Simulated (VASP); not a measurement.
# La2PBr2 (P-3m1) in VASP: a series of runs, part 2 of 2

VASP 6.6.1.

## 3. Single point, LDA

Input file INCAR:

```
  PREC = Accurate
  ENCUT = 520
  EDIFF = 1E-6
  ISMEAR = -1
  SIGMA = 0.1
  LREAL = F
  LASPH = T
  NELM = 60
  ALGO = Normal
  ISIF = 2
  LWAVE = F
  LCHARG = T
  LELF = T
  LVHAR = T
  NBANDS = 28
```

Input file KPOINTS:

```
regular mesh
0
Gamma
  6 6 3
```

Input file POSCAR:

```
La2PBr2
1.0
    4.2695460000      0.0000000000      0.0000000000
   -2.1347730000      3.6975360000      0.0000000000
    0.0000000000      0.0000000000     10.2033360000
La P Br
2 1 2
Direct
    0.3333330000      0.6666670000      0.8393400000
    0.6666670000      0.3333330000      0.1606600000
    0.0000000000      0.0000000000      0.0000000000
    0.6666670000      0.3333330000      0.6563970000
    0.3333330000      0.6666670000      0.3436030000
```

Potentials or basis: VASP PAW LDA potentials, release 64 (La, P, Br).

Command:

```console
> cat potpaw_LDA.64/La/POTCAR potpaw_LDA.64/P/POTCAR potpaw_LDA.64/Br/POTCAR > POTCAR
> mpirun -np 1 vasp_std > vasp.out
```

OUTCAR:

```text
PREC = Accurate
   ENCUT = 520
   EDIFF = 1E-6
   ISMEAR = -1
   LREAL = F
   LASPH = T
   NELM = 60
   ISIF = 2

 ion  position               nearest neighbor table
   1  0.333  0.667  0.839-   3 2.96   3 2.96   3 2.96   4 3.09   4 3.09   4 3.09
   2  0.667  0.333  0.161-   3 2.96   3 2.96   3 2.96   5 3.09   5 3.09   5 3.09
   3  0.000  0.000  0.000-   1 2.96   2 2.96   2 2.96   1 2.96   2 2.96   1 2.96
   4  0.667  0.333  0.656-   1 3.09   1 3.09   1 3.09
   5  0.333  0.667  0.344-   2 3.09   2 3.09   2 3.09

  LATTYP: Found a hexagonal cell.
 ALAT       =     4.2695460000
 C/A-ratio  =     2.3897941374

  Lattice vectors:

 A1 = (   4.2695460000,   0.0000000000,   0.0000000000)
 A2 = (  -2.1347730000,   3.6975360000,   0.0000000000)
 A3 = (   0.0000000000,   0.0000000000,  10.2033360000)

Analysis of symmetry for initial positions (statically):
=====================================================================
 Subroutine PRICEL returns:
 Original cell was already a primitive cell.

 Routine SETGRP: Setting up the symmetry group for a
 hexagonal supercell.

 Subroutine GETGRP returns: Found 12 space group operations
 (whereof 12 operations were pure point group operations)
 out of a pool of 24 trial point group operations.

The static configuration has the point symmetry D_3d.

Analysis of symmetry for dynamics (positions and initial velocities):
=====================================================================
 Subroutine PRICEL returns:
 Original cell was already a primitive cell.

 Routine SETGRP: Setting up the symmetry group for a
 hexagonal supercell.

 Subroutine GETGRP returns: Found 12 space group operations
 (whereof 12 operations were pure point group operations)
 out of a pool of 24 trial point group operations.

The dynamic configuration has the point symmetry D_3d.

 Subroutine INISYM returns: Found 12 space group operations
 (whereof 12 operations are pure point group operations),
 and found     1 'primitive' translations

----------------------------------------------------------------------------------------

                                     Primitive cell

  volume of cell :     161.0780

  direct lattice vectors                    reciprocal lattice vectors
     4.269546000  0.000000000  0.000000000     0.234216940  0.135225188  0.000000000
    -2.134773000  3.697536000  0.000000000     0.000000000  0.270450376  0.000000000
     0.000000000  0.000000000 10.203336000     0.000000000  0.000000000  0.098007162

  length of vectors
     4.269546000  4.269546607 10.203336000     0.270450414  0.270450376  0.098007162

  position of ions in fractional coordinates (direct lattice)
     0.333333000  0.666667000  0.839340000
     0.666667000  0.333333000  0.160660000
     0.000000000  0.000000000  0.000000000
     0.666667000  0.333333000  0.656397000
     0.333333000  0.666667000  0.343603000

  ion indices of the primitive-cell ions
   primitive index   ion index
                 1           1
                 2           2
                 3           3
                 4           4
                 5           5

----------------------------------------------------------------------------------------

 KPOINTS: regular mesh

Automatic generation of k-mesh.
 Grid dimensions read from file:
 generate k-points for:    6    6    3

 Generating k-lattice:

  Cartesian coordinates                     Fractional coordinates (reciprocal lattice)
     0.039036157  0.022537531  0.000000000     0.166666667  0.000000000  0.000000000
     0.000000000  0.045075063  0.000000000     0.000000000  0.166666667  0.000000000
     0.000000000  0.000000000  0.032669054     0.000000000  0.000000000  0.333333333

  Length of vectors
     0.045075069  0.045075063  0.032669054

  Shift w.r.t. Gamma in fractional coordinates (k-lattice)
     0.000000000  0.000000000  0.000000000

 Subroutine IBZKPT returns following result:
 ===========================================

 Found     17 irreducible k-points:

 Following reciprocal coordinates:
            Coordinates               Weight
  0.000000  0.000000  0.000000      1.000000
  0.166667  0.000000  0.000000      6.000000
  0.333333  0.000000  0.000000      6.000000
  0.500000  0.000000  0.000000      3.000000
  0.166667  0.166667  0.000000      6.000000
  0.333333  0.166667  0.000000     12.000000
[... 9 lines left out ...]
 -0.166667  0.500000  0.333333     12.000000
  0.333333  0.333333  0.333333      4.000000
   k-points           NKPTS =     17   k-points in BZ     NKDIM =     17   number of bands    NBANDS=     28
   number of dos      NEDOS =    301   number of ions     NIONS =      5
   total plane-waves  NPLWV =  81920
   dimension x,y,z NGX =    32 NGY =   32 NGZ =   80
   dimension x,y,z NGXF=    64 NGYF=   64 NGZF=  160
   ions per type =               2   1   2
   NGX,Y,Z   is equivalent  to a cutoff of  12.46, 12.46, 13.03 a.u.
   NGXF,Y,Z  is equivalent  to a cutoff of  24.92, 24.92, 26.07 a.u.
 SYSTEM =  unknown system
   PREC   = accura    normal or accurate (medium, high low for compatibility)
   ISTART =      0    job   : 0-new  1-cont  2-samecut
   ICHARG =      2    charge: 1-file 2-atom 10-const
   ISPIN  =      1    spin polarized calculation?
   LNONCOLLINEAR =      F non collinear calculations
   LSORBIT =      F    spin-orbit coupling
   LASPH  =      T    aspherical Exc in radial PAW
   ENCUT  =  520.0 eV  38.22 Ry    6.18 a.u.   7.94  7.94 18.97*2*pi/ulx,y,z
   NELM   =     60;   NELMIN=  2; NELMDL= -5     # of ELM steps
   EDIFF  = 0.1E-05   stopping-criterion for ELM
   LREAL  =      F    real-space projection
   EDIFFG = 0.1E-04   stopping-criterion for IOM
   NSW    =      0    number of steps for IOM
   IBRION =     -1    ionic relax: 0-MD 1-quasi-New 2-CG
   NFREE  =      0    steps in history (QN), initial steepest desc. (CG)
   ISIF   =      2    stress and relaxation
   ISYM   =      2    0-nonsym 1-usesym 2-fastsym
   POTIM  = 0.5000    time-step for ionic-motion
   TEBEG  =    0.0;   TEEND  =   0.0 temperature during run
   PSTRESS=    0.0 pullay stress
   NELECT =      41.0000    total number of electrons
   NUPDOWN=      -1.0000    fix difference up-down
   EMIN   =  10.00;   EMAX   =-10.00  energy-range for DOS
   EFERMI =   0.00;   METHOD = LEGACY
   ISMEAR =    -1;   SIGMA  =   0.10  broadening in eV -4-tet -1-fermi 0-gaus
   EFERMI_NEDOS =   21; number of points for ismear=-14 and -15
   IALGO  =     38    algorithm
   IMIX   =      4    mixing-type and parameters
     AMIX     =   0.40;   BMIX     =  1.00
     AMIX_MAG =   1.60;   BMIX_MAG =  1.00
  volume/ion in A,a.u.               =      32.22       217.40
  Fermi-wavevector in a.u.,A,eV,Ry     =   1.037506  1.960602 14.645570  1.076419
  Thomas-Fermi vector in A             =   2.171947
   LORBIT       =      0    0 simple, 1 ext, 2 COOP (PROOUT), +10 PAW based schemes
   GGA     = CA    functional components
   LHFCALC =     F    Hartree Fock is set to
   AEXX    =    0.0000 exact exchange contribution
   IVDW    =     0    specifies the selected vdW correction
   LEPSILON=     F    determine dielectric tensor
   LRPA    =     F    only Hartree local field effects (RPA)
 non-spin polarized calculation
  energy-cutoff  :      520.00
  volume of cell :      161.08
 maximum number of plane-waves:      4365
   NGX = 15   NGY = 15   NGZ = 37

 number of electron      40.9999997 magnetization

 Free energy of the ion-electron system (eV)
  ---------------------------------------------------
  ext. energy  EPLUGINS =         0.00000000
  ---------------------------------------------------
  free energy    TOTEN  =       -30.49056421 eV

  energy without entropy =      -30.41902201  energy(sigma->0) =      -30.45479311

 E-fermi :   5.1143     XC(G=0):  -9.0519

 val. band max:        5.1062909854   @ k =   0.3333   0.1667   0.3333
 cond. band min:       5.3021068470   @ k =   0.0000   0.1667   0.3333
 fundamental gap:      0.1958158615
 Fermi energy:         5.1143286769

 k-point     1 :       0.0000    0.0000    0.0000
  band No.  band energies     occupation
      1     -27.7942      2.00000
      2     -27.7565      2.00000
      3     -12.2153      2.00000
      4     -11.8918      2.00000
      5     -11.4129      2.00000
      6     -11.4129      2.00000
[... 516 lines left out ...]
     27       6.6501      0.00000
     28       6.7211      0.00000

------------------------ aborting loop because EDIFF is reached ----------------------------------------

  FORCE on cell =-STRESS in cart. coord.  units (eV):
  Direction    XX          YY          ZZ          XY          YZ          ZX
  --------------------------------------------------------------------------------------
  -------------------------------------------------------------------------------------
  Total       -3.2579638     -3.2579650     -3.2451936      0.0000000      0.0000000      0.0000000
  in kB      -32.4056351    -32.4056474    -32.2786155      0.0000000      0.0000000      0.0000000
  external PRESSURE =     -32.3632993 kB  Pullay stress =       0.0000000 kB

 VOLUME and BASIS-vectors are now :
 -----------------------------------------------------------------------------
  energy-cutoff  :      520.00
  volume of cell :      161.08
      direct lattice vectors                 reciprocal lattice vectors
     4.269546000  0.000000000  0.000000000     0.234216940  0.135225188  0.000000000
    -2.134773000  3.697536000  0.000000000     0.000000000  0.270450376  0.000000000
     0.000000000  0.000000000 10.203336000     0.000000000  0.000000000  0.098007162

 POSITION                                       TOTAL-FORCE (eV/Angst)
 -----------------------------------------------------------------------------------
     -0.00000      2.46503      8.56407        -0.000000      0.000000      0.040920
      2.13478      1.23251      1.63927        -0.000000      0.000000     -0.040920
      0.00000      0.00000      0.00000        -0.000000      0.000000     -0.000000
      2.13478      1.23251      6.69744        -0.000000      0.000000      0.330908
     -0.00000      2.46503      3.50590         0.000000     -0.000000     -0.330908
 -----------------------------------------------------------------------------------
    total drift:                               -0.000000      0.000000      0.000000

  FREE ENERGIE OF THE ION-ELECTRON SYSTEM (eV)
  ---------------------------------------------------
  free  energy   TOTEN  =       -30.4905642091 eV

  energy  without entropy=      -30.4190220087  energy(sigma->0) =      -30.45479311
```

OSZICAR:

```text
N       E                     dE             d eps       ncg     rms          rms(c)
DAV:   1     0.439653073831E+03    0.43965E+03   -0.15078E+04   952   0.178E+03
DAV:   2     0.651932543251E+02   -0.37446E+03   -0.36014E+03  1328   0.310E+02
DAV:   3    -0.219551982387E+02   -0.87148E+02   -0.84372E+02  1492   0.177E+02
DAV:   4    -0.310274599355E+02   -0.90723E+01   -0.90138E+01  1632   0.566E+01
DAV:   5    -0.316725710495E+02   -0.64511E+00   -0.64291E+00  1640   0.157E+01    0.659E+00
DAV:   6    -0.306349635969E+02    0.10376E+01   -0.35866E+00  1592   0.987E+00    0.327E+00
DAV:   7    -0.305337323588E+02    0.10123E+00   -0.31123E+00  1568   0.817E+00    0.207E+00
DAV:   8    -0.305183342457E+02    0.15398E-01   -0.24784E-01  1672   0.329E+00    0.167E+00
DAV:   9    -0.304924929852E+02    0.25841E-01   -0.94681E-02  1456   0.126E+00    0.428E-01
DAV:  10    -0.304912376735E+02    0.12553E-02   -0.27021E-02  1720   0.786E-01    0.404E-01
DAV:  11    -0.304904382435E+02    0.79943E-03   -0.49048E-03  1552   0.377E-01    0.196E-01
DAV:  12    -0.304907121470E+02   -0.27390E-03   -0.28158E-03  1616   0.278E-01    0.883E-02
DAV:  13    -0.304905609705E+02    0.15118E-03   -0.94055E-04  1544   0.154E-01    0.218E-02
DAV:  14    -0.304905631409E+02   -0.21704E-05   -0.92741E-05  1688   0.717E-02    0.850E-03
DAV:  15    -0.304905643787E+02   -0.12378E-05   -0.11549E-05  1568   0.197E-02    0.773E-03
DAV:  16    -0.304905642091E+02    0.16960E-06   -0.33099E-06  1256   0.118E-02
   1 F= -.30490564E+02 E0= -.30454793E+02  d E =-.715422E-01
```

Run time: 85 s. Hardware: 1 thread of Intel Xeon Platinum 8259CL at 2.50GHz (Skylake/Cascade Lake), shared host; peak memory 0.27 GiB.

Results:

| Quantity | Value |
| --- | --- |
| Free energy | -30.4906 eV |
| Pressure | -3.2 GPa |
| Largest force | 0.331 eV/Å |

Forces on the atoms (eV/Å):
```
La   0.000  0.000  0.041
La   0.000  0.000 -0.041
P    0.000  0.000  0.000
Br   0.000  0.000  0.331
Br   0.000  0.000 -0.331
```

Caveat: spin-orbit coupling is left out, which moves the levels of the heavy elements; an odd number of electrons without spin polarisation forces a metal; a magnetic or distorted state may lie lower.
